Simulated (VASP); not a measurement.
Write the native input for VASP 6.6.1 that does the following.

- Task: single point
- Functional: PBEsol
- Potentials or basis: VASP PAW PBE potentials, release 64 (Fe, Si)
- Cutoff: 520 eV
- k mesh: 4 × 2 × 2
- Occupations: fermi-dirac, width 0.069 eV
- Spin: no spin polarisation
- Dipole correction: no
- Further INCAR settings: LREAL = Auto; ALGO = Normal; EDIFF = 1e-06; NBANDS = 118

The structure of FeSi lies in POSCAR:

```
FeSi
1.0
    4.4030518947      0.0000000000      0.0000000000
    0.0000000000      8.8061037893      0.0000000000
    0.0000000000      0.0000000000      8.8061037893
Fe Si
16 16
Direct
    0.8625826111      0.3269385723      0.1793579814
    0.6757726393      0.1912900461      0.4421555881
    0.3746960153      0.4202256853      0.3028195061
    0.1356052607      0.0609908778      0.0678817800
    0.8951829536      0.3267783425      0.6918655680
    0.6302008394      0.1636935056      0.9323154935
    0.3576062780      0.4414736747      0.8194260677
    0.1286980062      0.0715231179      0.5631275895
    0.8440754479      0.8188733829      0.1788016628
    0.6425763465      0.6830307868      0.4264050356
    0.3425106122      0.9256150274      0.3096727072
    0.1428341103      0.5639949425      0.0758275187
    0.8498623431      0.8330561592      0.6874403419
    0.6412627122      0.6707875743      0.9323056140
    0.3603341587      0.9239862707      0.8092993417
    0.1358291963      0.5792520872      0.5671809145
    0.1898124346      0.1737251839      0.3203552976
    0.3283869994      0.3205135969      0.0674731998
    0.6655261101      0.0745827003      0.1765045061
    0.8801447479      0.4287655574      0.4272022100
    0.1358269251      0.1441254873      0.8254882266
    0.3586462385      0.3443843126      0.5821959544
    0.6447089582      0.0913786641      0.6796248538
    0.8367961787      0.4170780958      0.9293273388
    0.1576917594      0.6717951709      0.3311394085
    0.3378633810      0.8090112461      0.0790782185
    0.6677220869      0.5771704629      0.1791105394
    0.8204111799      0.9260054384      0.4206774175
    0.1407666807      0.6785491226      0.8368947467
    0.3338995395      0.8355191099      0.5742915506
    0.6439492579      0.5960020601      0.6694884754
    0.8188161498      0.9083909515      0.9292193456
```

These files were run (other wordings do the same):

INCAR

```
SYSTEM = FeSi
PREC = Accurate
ENCUT = 520
EDIFF = 1E-6
ISMEAR = -1
SIGMA = 0.069
LREAL = Auto
LASPH = .True.
NELM = 80
ALGO = Normal
ISIF = 2
LWAVE = .False.
LCHARG = .False.
GGA = PS
NBANDS = 118
```

KPOINTS

```
Automatic mesh
0
Gamma
  4 2 2
  0 0 0
```

Potentials or basis: VASP PAW PBE potentials, release 64 (Fe, Si).

Launch:

```console
$ cat potpaw_PBE.64/Fe/POTCAR potpaw_PBE.64/Si/POTCAR > POTCAR
$ mpirun -np 1 vasp_std > vasp.out
```

It gave:

* Pressure: 2.8 GPa
* Largest force: 2.182 eV/Å
* Band gap on the k mesh: 0.04 eV (least direct gap 0.08 eV)

Caveat: the atoms stand as in a frame of molecular dynamics; the PAW data sets were made with another functional, which shifts forces and pressure a little.

Run time: 28 min on 1 thread of Intel(R) Xeon(R) Platinum 8375C CPU @ 2.90GHz (Ice Lake) (shared host), peak memory 0.59 GiB.
